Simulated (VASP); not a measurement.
## Te: single point with r2SCAN

Crystal: Te.

```
Te
1.0
    -1.91803    1.91803    1.91803
     1.91803   -1.91803    1.91803
     1.91803    1.91803   -1.91803
Te
1
Direct
  0.00000 0.00000 0.00000
```

This isn't the form of Te at room conditions, which is trigonal, of chains.

```yaml
Program: VASP 6.6.1
Task: single point
Functional: r2SCAN
Potentials_or_basis: VASP PAW PBE potentials, release 64 (Te)
Cutoff: 520 eV
k_mesh: 6 × 6 × 6
Occupations: gaussian, width 0.1 eV
Spin: no spin polarisation
```

- Pressure: -0.1 GPa
- Band gap on the k mesh: zero (bands 3 and 4 overlap by 6.37 eV)

Levels at points of the mesh, in eV from the Fermi level:
```
           k point  band 1  band 2  band 3  band 4  band 5  band 6
(0.00, 0.00, 0.00)  -14.82    2.87    2.87    2.87    9.99    9.99
(0.50, 0.00, 0.00)  -11.55   -6.53   -0.32    1.89    5.86    6.53
(0.50, 0.50, 0.50)   -9.09   -3.50   -3.50   -3.50    3.09    3.09
```

It took 14 s on 1 thread of Intel(R) Xeon(R) Platinum 8559C (Emerald Rapids), on a shared host, peak memory 0.16 GiB.

Caveat: the k points lie up to 0.39 Å⁻¹ apart, too coarse for converged energies and pressures of a metal; the PAW data sets were made with another functional, which shifts forces and pressure a little; spin-orbit coupling is left out, which moves the levels of the heavy elements.
